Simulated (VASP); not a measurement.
A run of VASP 6.6.1:

Contents of INCAR:

```
SYSTEM = RbBr
PREC = Accurate
ENCUT = 520
EDIFF = 1E-6
ISMEAR = -1
SIGMA = 0.02
LREAL = .FALSE.
LASPH = .TRUE.
NELM = 80
ALGO = Normal
ISIF = 2
LWAVE = .FALSE.
LCHARG = .FALSE.
GGA = PE
NBANDS = 15
```

The input KPOINTS:

```
regular mesh
0
G
  6 6 6
  0 0 0
```

POSCAR

```
RbBr
1.0
    0.0000000000      3.8694967701      3.8694967701
    3.9437911081      0.0000000000      3.8694967701
    3.9437911081      3.8694967701      0.0000000000
Rb Br
1 1
Direct
    0.0000000000      0.0000000000      0.0000000000
    0.2500000000      0.2500000000      0.2500000000
```

Potentials or basis: VASP PAW PBE potentials, release 64 (Rb_sv, Br).

Run with:

```console
$ cat potpaw_PBE.64/Rb_sv/POTCAR potpaw_PBE.64/Br/POTCAR > POTCAR
$ mpirun -np 1 vasp_std > vasp.out
```

Hardware: 1 thread of Intel Xeon 8259CL, on a shared host.

Question: Estimate the wall time of this run.

Answer: Run time: 94 s on 1 thread of Intel Xeon 8259CL, with other jobs on the host, peak memory 0.27 GiB. Counts: scf iterations 13, k points 30.
